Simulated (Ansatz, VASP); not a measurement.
## ZnAu in VASP and in Ansatz

File INCAR:

```
ALGO = Normal
EDIFF = 1E-7
ENCUT = 520
GGA = PS
ISIF = 2
ISMEAR = -1
LASPH = T
LCHARG = T
LELF = T
LREAL = F
LVHAR = T
LWAVE = F
NBANDS = 18
NELM = 60
PREC = Accurate
SIGMA = 0.05
```

The input KPOINTS:

```
k-points
0
Gamma
  10 10 10
```

File POSCAR:

```
ZnAu
1.0
    3.1470000000      0.0000000000      0.0000000000
    0.0000000000      3.1470000000      0.0000000000
    0.0000000000      0.0000000000      3.1470000000
Zn Au
1 1
Direct
    0.5000000000      0.5000000000      0.5000000000
    0.0000000000      0.0000000000      0.0000000000
```

Input for Ansatz:

```yaml
crystal:
  lattice:
    - [3.147, 0.0, 0.0]
    - [0.0, 3.147, 0.0]
    - [0.0, 0.0, 3.147]
  atoms:
    - { symbol: Zn, position: [0.5, 0.5, 0.5] }
    - { symbol: Au, position: [0.0, 0.0, 0.0] }
kpoints:
  mp_grid: { grid: [10, 10, 10] }
scf:
  occupations: { method: fermi_dirac, width: 0.05 }
hamiltonian:
  xc: pbesol
  pseudopotentials: { kind: all_electron, lapw: { basis_error: 0.001 } }
output:
  forces: true
  stress: true
  eigenvalues: true
  populations: true
```

Alike in both runs: task single point; functional PBEsol; k mesh 10 × 10 × 10; occupations fermi-dirac, width 0.05 eV; no spin polarisation.

|  | VASP | Ansatz |
| --- | --- | --- |
| version | VASP 6.6.1 | Ansatz 0.2.0 |
| potentials or method | VASP PAW PBE potentials, release 64 (Zn, Au), cutoff 520 eV | all-electron LAPW, scalar-relativistic |

Ansatz gave:

| Quantity | Value |
| --- | --- |
| pressure (GPa) | -2.5 |

Problem. What did VASP give for the same quantities?

Solution. Pressure (GPa): -2.4.

VASP's potentials were made for PBE, not for PBEsol. Ansatz ran all-electron here, and VASP with PAW potentials.

Neither program's run includes spin-orbit coupling.
